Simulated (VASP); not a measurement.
A run of VASP 6.6.1 is set up as follows.

File INCAR:

```
SYSTEM = Pt
  PREC = Accurate
  ENCUT = 520
  EDIFF = 1E-7
  ISMEAR = 0
  SIGMA = 0.15
  LREAL = .False.
  LASPH = .True.
  NELM = 80
  ALGO = Fast
  ISIF = 2
  LWAVE = .False.
  LCHARG = .True.
  GGA = PS
  LELF = .True.
  LVHAR = .True.
  NBANDS = 11
```

Contents of KPOINTS:

```
Automatic mesh
0
Gamma
  24 24 24
  0 0 0
```

The input POSCAR:

```
Pt
1.0
    0.7655630786      2.4060553899      2.4060553899
    2.4060553899      0.7655630786      2.4060553899
    2.4060553899      2.4060553899      0.7655630786
Pt
1
Direct
    0.0000000000      0.0000000000      0.0000000000
```

Potentials or basis: VASP PAW PBE potentials, release 64 (Pt).

Command:

```console
$ cat potpaw_PBE.64/Pt/POTCAR > POTCAR
$ mpirun -np 1 vasp_std > vasp.out
```

**Question.** What does it give for the pressure?

**Answer.** 119.3 GPa.

**Question.** Estimate the band gap on the k mesh.

**Answer.** Zero (bands 5 and 6 overlap by 3.72 eV).

Stress tensor (GPa, compression positive):
```
119.31 -57.78 -57.78
-57.78 119.31 -57.78
-57.78 -57.78 119.31
```

Caveat: the cell stands under pressure; the PAW data sets were made with another functional, which shifts forces and pressure a little; spin-orbit coupling is left out, which moves the levels of the heavy elements.
